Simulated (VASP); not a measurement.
# C (I4_1/amd) in VASP: relaxation of cell and atoms with PBE

Aim: the relaxation of cell and atoms of C with PBE.

Program: VASP 6.6.1. These are calculated values, not measurements. Logs are shortened: lines on timing, memory, paths and dates and some standing lists are left out, and cuts for length are marked.

**1. The cell of the first run**

It takes space group I4_1/amd (No. 141, tetragonal). Conventional cell: a = 2.565 Å, b = 2.565 Å, c = 3.700 Å, α = 90.00°, β = 90.00°, γ = 90.00°. Within 2.1 Å of C (site symmetry -4m2) lie 4 C at 1.58 Å.

**2. Relaxation of cell and atoms, PBE**

The input, INCAR:

```
SYSTEM = C
  ALGO = Normal
  EDIFF = 1E-7
  EDIFFG = -0.01
  ENCUT = 600
  GGA = PE
  GGA_COMPAT = .False.
  IBRION = 2
  ISIF = 3
  ISMEAR = 0
  LASPH = .True.
  LCHARG = .False.
  LREAL = .False.
  LWAVE = .False.
  NELM = 120
  NELMIN = 4
  NSW = 80
  PREC = Accurate
  SIGMA = 0.01
```

The input, KPOINTS:

```
k-points
0
Gamma
  6 6 6
  0 0 0
```

The input, POSCAR:

```
C
1.0
    0.0000000000      1.8134740902      1.8501086970
    1.8134740902      0.0000000000      1.8501086970
    1.8134740902      1.8134740902      0.0000000000
C
2
Direct
    0.0000000000      0.0000000000      0.0000000000
    0.2500000000      0.2500000000      0.2500000000
```

Potentials or basis: VASP PAW PBE potentials, release 64 (C).

On the command line:

```sh
> cat potpaw_PBE.64/C/POTCAR > POTCAR
> mpirun -np 1 vasp_std > vasp.out
```

OUTCAR:

```text
SYSTEM = C
   EDIFF = 1E-7
   EDIFFG = -0.01
   ENCUT = 600
   GGA = PE
   IBRION = 2
   ISIF = 3
   ISMEAR = 0
   LASPH = .True.
   LREAL = .False.
   NELM = 120
   NELMIN = 4
   NSW = 80
   PREC = Accurate

 ion  position               nearest neighbor table
   1  0.000  0.000  0.000-   2 1.58   2 1.58   2 1.58   2 1.58
   2  0.250  0.250  0.250-   1 1.58   1 1.58   1 1.58   1 1.58

  LATTYP: Found a body centered tetragonal cell.
 ALAT       =     2.5646396534
 C/A-ratio  =     1.4427825715

  Lattice vectors:

 A1 = (  -1.8134740902,   0.0000000000,   1.8501086970)
 A2 = (   1.8134740902,   0.0000000000,   1.8501086970)
 A3 = (   0.0000000000,   1.8134740902,  -1.8501086970)

Analysis of symmetry for initial positions (statically):
=====================================================================
 Subroutine PRICEL returns:
 Original cell was already a primitive cell.

 Routine SETGRP: Setting up the symmetry group for a
 body centered tetragonal supercell.

 Subroutine GETGRP returns: Found 16 space group operations
 (whereof  8 operations were pure point group operations)
 out of a pool of 16 trial point group operations.

The static configuration has the point symmetry D_2d.
 The point group associated with its full space group is D_4h.

Analysis of symmetry for dynamics (positions and initial velocities):
=====================================================================
 Subroutine PRICEL returns:
 Original cell was already a primitive cell.

 Routine SETGRP: Setting up the symmetry group for a
 body centered tetragonal supercell.

 Subroutine GETGRP returns: Found 16 space group operations
 (whereof  8 operations were pure point group operations)
 out of a pool of 16 trial point group operations.

The dynamic configuration has the point symmetry D_2d.
 The point group associated with its full space group is D_4h.

 Subroutine INISYM returns: Found 16 space group operations
 (whereof  8 operations are pure point group operations),
 and found     1 'primitive' translations

----------------------------------------------------------------------------------------

                                     Primitive cell

  volume of cell :      12.1689

  direct lattice vectors                    reciprocal lattice vectors
     0.000000000  1.813474090  1.850108697    -0.275713892  0.275713892  0.270254391
     1.813474090  0.000000000  1.850108697     0.275713892 -0.275713892  0.270254391
     1.813474090  1.813474090  0.000000000     0.275713892  0.275713892 -0.270254391

  length of vectors
     2.590673748  2.590673748  2.564639653     0.474419368  0.474419368  0.474419368

  position of ions in fractional coordinates (direct lattice)
     0.000000000  0.000000000  0.000000000
     0.250000000  0.250000000  0.250000000

  ion indices of the primitive-cell ions
   primitive index   ion index
                 1           1
                 2           2

----------------------------------------------------------------------------------------

 KPOINTS: k-points

Automatic generation of k-mesh.
 Grid dimensions read from file:
 generate k-points for:    6    6    6

 Generating k-lattice:

  Cartesian coordinates                     Fractional coordinates (reciprocal lattice)
    -0.045952315  0.045952315  0.045042399     0.166666667  0.000000000  0.000000000
     0.045952315 -0.045952315  0.045042399     0.000000000  0.166666667  0.000000000
     0.045952315  0.045952315 -0.045042399    -0.000000000 -0.000000000  0.166666667

  Length of vectors
     0.079069895  0.079069895  0.079069895

  Shift w.r.t. Gamma in fractional coordinates (k-lattice)
     0.000000000  0.000000000  0.000000000

 Subroutine IBZKPT returns following result:
 ===========================================

 Found     30 irreducible k-points:

 Following reciprocal coordinates:
            Coordinates               Weight
  0.000000  0.000000  0.000000      1.000000
  0.166667 -0.000000  0.000000      8.000000
  0.333333 -0.000000  0.000000      8.000000
  0.500000  0.000000  0.000000      4.000000
  0.166667  0.166667  0.000000      2.000000
  0.333333  0.166667  0.000000      8.000000
[... 16 lines left out ...]
  0.333333  0.000000  0.333333      4.000000
  0.500000  0.000000  0.333333     16.000000
 [... further k-points ...]
   k-points           NKPTS =     30   k-points in BZ     NKDIM =     30   number of bands    NBANDS=      8
   number of dos      NEDOS =    301   number of ions     NIONS =      2
   total plane-waves  NPLWV =  11520
   dimension x,y,z NGX =    24 NGY =   24 NGZ =   20
   dimension x,y,z NGXF=    48 NGYF=   48 NGZF=   40
   ions per type =               2
   NGX,Y,Z   is equivalent  to a cutoff of  15.40, 15.40, 12.96 a.u.
   NGXF,Y,Z  is equivalent  to a cutoff of  30.80, 30.80, 25.93 a.u.
 SYSTEM =  C
   PREC   = accura    normal or accurate (medium, high low for compatibility)
   ISTART =      0    job   : 0-new  1-cont  2-samecut
   ICHARG =      2    charge: 1-file 2-atom 10-const
   ISPIN  =      1    spin polarized calculation?
   LNONCOLLINEAR =      F non collinear calculations
   LSORBIT =      F    spin-orbit coupling
   LASPH  =      T    aspherical Exc in radial PAW
   ENCUT  =  600.0 eV  44.10 Ry    6.64 a.u.   5.17  5.17  5.12*2*pi/ulx,y,z
   NELM   =    120;   NELMIN=  4; NELMDL= -5     # of ELM steps
   EDIFF  = 0.1E-06   stopping-criterion for ELM
   LREAL  =      F    real-space projection
   EDIFFG = -.1E-01   stopping-criterion for IOM
   NSW    =     80    number of steps for IOM
   IBRION =      2    ionic relax: 0-MD 1-quasi-New 2-CG
   NFREE  =      1    steps in history (QN), initial steepest desc. (CG)
   ISIF   =      3    stress and relaxation
   ISYM   =      2    0-nonsym 1-usesym 2-fastsym
   POTIM  = 0.5000    time-step for ionic-motion
   TEBEG  =    0.0;   TEEND  =   0.0 temperature during run
   PSTRESS=    0.0 pullay stress
   NELECT =       8.0000    total number of electrons
   NUPDOWN=      -1.0000    fix difference up-down
   EMIN   =  10.00;   EMAX   =-10.00  energy-range for DOS
   EFERMI =   0.00;   METHOD = LEGACY
   ISMEAR =     0;   SIGMA  =   0.01  broadening in eV -4-tet -1-fermi 0-gaus
   EFERMI_NEDOS =   21; number of points for ismear=-14 and -15
   IALGO  =     38    algorithm
   IMIX   =      4    mixing-type and parameters
     AMIX     =   0.40;   BMIX     =  1.00
     AMIX_MAG =   1.60;   BMIX_MAG =  1.00
  volume/ion in A,a.u.               =       6.08        41.06
  Fermi-wavevector in a.u.,A,eV,Ry     =   1.423491  2.690009 27.569862  2.026328
  Thomas-Fermi vector in A             =   2.544083
   LORBIT       =      0    0 simple, 1 ext, 2 COOP (PROOUT), +10 PAW based schemes
   GGA     = PE    functional components
   LHFCALC =     F    Hartree Fock is set to
   AEXX    =    0.0000 exact exchange contribution
   IVDW    =     0    specifies the selected vdW correction
   LEPSILON=     F    determine dielectric tensor
   LRPA    =     F    only Hartree local field effects (RPA)
 conjugate gradient relaxation of ions
 non-spin polarized calculation
 Gauss-broadening in eV      SIGMA  =   0.01
  energy-cutoff  :      600.00
  volume of cell :       12.17
 maximum number of plane-waves:       419
 NGX is ok and might be reduce to    24
   NGX = 11   NGY = 11   NGZ = 11

--------------------------------------- Ionic step        1  -------------------------------------------

 number of electron       8.0000001 magnetization

 Free energy of the ion-electron system (eV)
  ---------------------------------------------------
  ext. energy  EPLUGINS =         0.00000000
  ---------------------------------------------------
  free energy    TOTEN  =       -18.11036452 eV

  energy without entropy =      -18.11036452  energy(sigma->0) =      -18.11036452

------------------------ aborting loop because EDIFF is reached ----------------------------------------

  FORCE on cell =-STRESS in cart. coord.  units (eV):
  Direction    XX          YY          ZZ          XY          YZ          ZX
  --------------------------------------------------------------------------------------
  -------------------------------------------------------------------------------------
  Total       -1.4835873     -1.4835873     -2.8141377      0.0000000     -0.0000000      0.0000000
  in kB     -195.3321565   -195.3321565   -370.5151609      0.0000000     -0.0000000      0.0000000
  external PRESSURE =    -253.7264913 kB  Pullay stress =       0.0000000 kB
[... 21 lines left out ...]
  energy  without entropy=      -18.1103645249  energy(sigma->0) =      -18.11036452

--------------------------------------- Ionic step        2  -------------------------------------------

 number of electron       7.9999999 magnetization

 E-fermi :  11.1021     XC(G=0): -13.6188

 val. band max:       10.9588240674   @ k =   0.0000   0.0000   0.0000
 cond. band min:      14.9145487918   @ k =   0.3333   0.3333   0.0000
 fundamental gap:      3.9557247244
 Fermi energy:        11.1021342336

 k-point     1 :       0.0000    0.0000    0.0000
  band No.  band energies     occupation
      1     -11.6678      2.00000
      2      10.7425      2.00000
      3      10.7425      2.00000
      4      10.9588      2.00000
      5      16.4899      0.00000
      6      16.6677      0.00000
      7      16.6677      0.00000
      8      25.8548      0.00000
[... 394 lines left out ...]
  energy  without entropy=      -18.1843409026  energy(sigma->0) =      -18.18434090

--------------------------------------- Ionic step        6  -------------------------------------------

 number of electron       8.0000000 magnetization

 Free energy of the ion-electron system (eV)
  ---------------------------------------------------
  ext. energy  EPLUGINS =         0.00000000
  ---------------------------------------------------
  free energy    TOTEN  =       -18.18443398 eV

  energy without entropy =      -18.18443398  energy(sigma->0) =      -18.18443398

 E-fermi :   9.7505     XC(G=0): -13.2301

 val. band max:        9.6757363214   @ k =   0.0000   0.0000   0.0000
 cond. band min:      13.8198653967   @ k =   0.3333   0.3333   0.0000
 fundamental gap:      4.1441290753
 Fermi energy:         9.7505265532

 k-point     1 :       0.0000    0.0000    0.0000
  band No.  band energies     occupation
      1     -11.7502      2.00000
      2       9.6755      2.00000
      3       9.6755      2.00000
      4       9.6757      2.00000
      5      15.2551      0.00000
      6      15.2553      0.00000
      7      15.2553      0.00000
      8      22.9195      0.00000
[... 282 lines left out ...]
  FREE ENERGIE OF THE ION-ELECTRON SYSTEM (eV)
  ---------------------------------------------------
  free  energy   TOTEN  =       -18.1844339815 eV

  energy  without entropy=      -18.1844339815  energy(sigma->0) =      -18.18443398

 reached required accuracy - stopping structural energy minimisation
```

Run time: 18 s. Hardware: 1 thread of AMD EPYC 7R43 (Zen 3), shared host; peak memory 0.09 GiB.

Results:

```
Free energy                            : -18.1844 eV
Relaxed volume                         : 5.69 Å³/atom
Relaxed cell                           : a = 2.525 Å, b = 2.525 Å, c = 2.525 Å, α = 60.00°, β = 60.00°, γ = 60.00°
Space group after relaxing (to 0.05 Å) : Fd-3m (No. 227)
Energy gained by relaxing              : 37.0 meV/atom
Ionic steps                            : 6
Pressure after relaxing                : 0.0 GPa
Band gap on the k mesh                 : 4.14 eV, indirect (least direct gap 5.58 eV)
```

Step by step:
```
step  energy change (eV)  largest force (eV/Å)  pressure (GPa)  volume (Å³)
   1              0.0000                0.0000          -25.37        12.17
   2              0.0252                0.0000           38.43        10.55
   3             -0.0736                0.0000            0.10        11.39
   4             -0.0736                0.0000            0.68        11.37
   5             -0.0740                0.0000           -0.26        11.39
   6             -0.0741                0.0000            0.04        11.39
```

Final structure:
```
CELL_PARAMETERS angstrom
0.00000 1.78565 1.78562
1.78565 0.00000 1.78562
1.78565 1.78565 0.00000
ATOMIC_POSITIONS crystal
C 0.00000 0.00000 0.00000
C 0.25000 0.25000 0.25000
```

Levels at points of the mesh, in eV from the valence-band top:
```csv
k point,band 2,band 3,band 4,band 5,band 6,band 7
"(0.00, 0.00, 0.00)",0.00,0.00,0.00,5.58,5.58,5.58
"(0.50, 0.00, 0.00)",-13.33,-2.79,-2.79,8.44,8.44,8.80
"(0.50, 0.50, 0.00)",-12.74,-6.28,-6.28,4.75,4.75,16.75
"(0.50, 0.00, 0.50)",-12.74,-6.28,-6.28,4.75,4.75,16.75
```

Caveat: the k points lie up to 0.51 Å⁻¹ apart in the final cell. A k mesh can miss the band edges.
